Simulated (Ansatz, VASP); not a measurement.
# In2S in VASP and in Ansatz

Contents of INCAR:

```
PREC = Accurate
ENCUT = 520
EDIFF = 1E-6
ISMEAR = 0
SIGMA = 0.2
LREAL = F
LASPH = T
NELM = 60
ALGO = Normal
ISIF = 2
LWAVE = F
LCHARG = T
GGA = PE
LELF = T
LVHAR = T
NBANDS = 41
```

The input KPOINTS:

```
regular mesh
0
Gamma
  6 4 4
```

POSCAR

```
In2S
1.0
    0.0000000000      3.9454275139      0.0000000000
    0.0000000000      0.0000000000      5.4424722845
    7.8908550278      0.0000000000      0.0000000000
In S
4 2
Direct
    0.0000000000      0.6618652174      0.2500000000
    0.0000000000      0.6618652174      0.7500000000
    0.5000000000      0.3381347826      0.5000000000
    0.5000000000      0.3381347826      0.0000000000
    0.0000000000      0.0000000000      0.5000000000
    0.0000000000      0.0000000000      0.0000000000
```

Input for Ansatz:

```yaml
crystal:
  lattice:
    - [0.0, 3.9454275139, 0.0]
    - [0.0, 0.0, 5.4424722845]
    - [7.8908550278, 0.0, 0.0]
  atoms:
    - { symbol: In, position: [0.0, 0.6618652174, 0.25] }
    - { symbol: In, position: [0.0, 0.6618652174, 0.75] }
    - { symbol: In, position: [0.5, 0.3381347826, 0.5] }
    - { symbol: In, position: [0.5, 0.3381347826, 0.0] }
    - { symbol: S, position: [0.0, 0.0, 0.5] }
    - { symbol: S, position: [0.0, 0.0, 0.0] }
basis:
  ecutwfc: 420
kpoints:
  mp_grid: { grid: [6, 4, 4] }
hamiltonian:
  xc: pbe
scf:
  occupations: { method: gaussian, width: 0.2 }
  lower_state_search: "off"
output:
  forces: true
  stress: true
  eigenvalues: true
```

Alike in both runs: task single point; functional PBE; k mesh 6 × 4 × 4; occupations gaussian, width 0.2 eV; no spin polarisation.

|  | VASP | Ansatz |
| --- | --- | --- |
| version | VASP 6.6.1 | Ansatz 0.2.0 |
| potentials or method | VASP PAW PBE potentials, release 64 (In_d, S), cutoff 520 eV | scalar-relativistic, plane waves, PAW |
| valence electrons in the cell | 64 | 64 |

VASP gave:

* gap on the k mesh at the Fermi level (eV): none
* pressure (GPa): 0.0
* traceless stress, the component that is largest in VASP (GPa): 0.18
* rms of the force components (eV/Å): 0.015

Q: Which values does Ansatz return?

A: gap on the k mesh at the Fermi level (eV): none; pressure (GPa): 0.0; traceless stress, the component that is largest in VASP (GPa): 0.19; rms of the force components (eV/Å): 0.012.

Atom by atom the forces differ by 0.004 eV/Å (rms over components). A gap of «none» marks a metal or a gap that the smearing closes.
